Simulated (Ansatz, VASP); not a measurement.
## One calculation of TiCo, two programs

```
Ti Co
1.0
     2.98510    0.00000    0.00000
     0.00000    2.98510    0.00000
     0.00000    0.00000    2.98510
Ti Co
1 1
Direct
  0.00000 0.00000 0.00000
  0.50000 0.50000 0.50000
```

Change from the starting cell: species swapped into the ZnAg type (Pm-3m, No. 221).

Alike in both runs: functional PBE; k mesh 18 × 18 × 18; occupations gaussian, width 0.1 eV; collinear spin.

Ansatz relaxed the structure, and its values are those at the end. VASP's run is a single point on that final structure, the one shown.

```csv
,VASP,Ansatz
version,VASP 6.6.1,Ansatz 0.2.0
potentials or method,"VASP PAW PBE potentials, release 64 (Ti_sv, Co), cutoff 520 eV","scalar-relativistic, plane waves, PAW"
valence electrons in the cell,21,29
```

VASP gave:

| Quantity | Value |
| --- | --- |
| gap on the k mesh at the Fermi level (eV) | none |
| pressure (GPa) | -0.5 |
| net moment per atom (μB) | 0.43 |
| size of the moment on the site where the two differ most (μB) | 0.94 |

Question: What did Ansatz give for the same quantities?

Answer: gap on the k mesh at the Fermi level (eV): none; pressure (GPa): 0.0; net moment per atom (μB): 0.43; size of the moment on the site where the two differ most (μB): 0.98.

Site moments also hang on the region over which each program counts them. A gap of «none» marks a metal or a gap that the smearing closes. With one functional, cell and mesh, what is left measures potentials, basis and numerics. VASP's potentials hold 21 valence electrons a cell and Ansatz's 29, so a difference there can come from the potentials and not from the codes.
